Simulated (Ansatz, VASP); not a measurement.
**MgS in VASP and in Ansatz**

Contents of INCAR:

```
SYSTEM = MgS
PREC     = Accurate       ! precision mode
ENCUT    = 600            ! plane-wave cutoff, eV
EDIFF    = 1E-6           ! SCF threshold, eV
ISMEAR   = -1             ! smearing method
SIGMA    = 0.05           ! smearing width, eV
LREAL    = .FALSE.        ! projectors in reciprocal space
LASPH    = .TRUE.         ! aspherical terms in the spheres
NELM     = 100            ! most SCF steps
ALGO     = Normal         ! electronic algorithm
ISIF     = 3              ! what is computed and relaxed
LWAVE    = .FALSE.        ! write WAVECAR
LCHARG   = .FALSE.        ! write CHGCAR
GGA      = PE             ! functional
IBRION   = 2              ! ionic algorithm
NSW      = 60             ! ionic steps
EDIFFG   = -0.01          ! ionic threshold
```

KPOINTS

```
Automatic mesh
0
G
  8 8 8
  0 0 0
```

File POSCAR:

```
MgS
1.0
    0.0000000000      2.8331200468      2.8331200468
    2.8331200468      0.0000000000      2.8331200468
    2.8331200468      2.8331200468      0.0000000000
S Mg
1 1
Direct
    0.2500000000      0.2500000000      0.2500000000
    0.0000000000      0.0000000000      0.0000000000
```

The input input.yaml:

```yaml
crystal:
  lattice:
    - [0.0, 2.8331200468, 2.8331200468]
    - [2.8331200468, 0.0, 2.8331200468]
    - [2.8331200468, 2.8331200468, 0.0]
  atoms:
    - { symbol: S, position: [0.25, 0.25, 0.25] }
    - { symbol: Mg, position: [0.0, 0.0, 0.0] }
hamiltonian:
  xc: pbe
  pseudopotentials: { kind: paw }
kpoints:
  mp_grid: { grid: [8, 8, 8] }
scf:
  occupations: { method: fermi_dirac, width: 0.05 }
output:
  forces: true
  stress: true
  eigenvalues: true
relax:
  f_tol: 0.01
  max_steps: 40
  cell: { stress_tol: 0.05 }
```

Alike in both runs: task relaxation of cell and atoms; functional PBE; k mesh 8 × 8 × 8; occupations fermi-dirac, width 0.05 eV; no spin polarisation.

|  | VASP | Ansatz |
| --- | --- | --- |
| version | VASP 6.6.1 | Ansatz 0.2.0 |
| potentials or method | VASP PAW PBE potentials, release 64 (S, Mg) | Ansatz PAW |
| plane-wave cutoff (eV) | 600 | 420 |
| valence electrons in the cell | 8 | 16 |

Ansatz gave:

```
gap on the k mesh at the Fermi level, each at its own relaxed structure (eV) : 3.37
relaxed volume (Å³/atom)                                                     : 23.12
relaxed cell length with the largest relative difference (Å)                 : 4.029
```

Question: What did VASP give for the same quantities?

Answer: gap on the k mesh at the Fermi level, each at its own relaxed structure (eV): 3.38; relaxed volume (Å³/atom): 23.06; relaxed cell length with the largest relative difference (Å): 4.025.

VASP's potentials hold 8 valence electrons a cell and Ansatz's 16, so a difference there can come from the potentials and not from the codes.

Noted on Ansatz's run: the plane-wave basis is chosen anew once the cell has moved, so the energies of steps on either side of that aren't comparable.
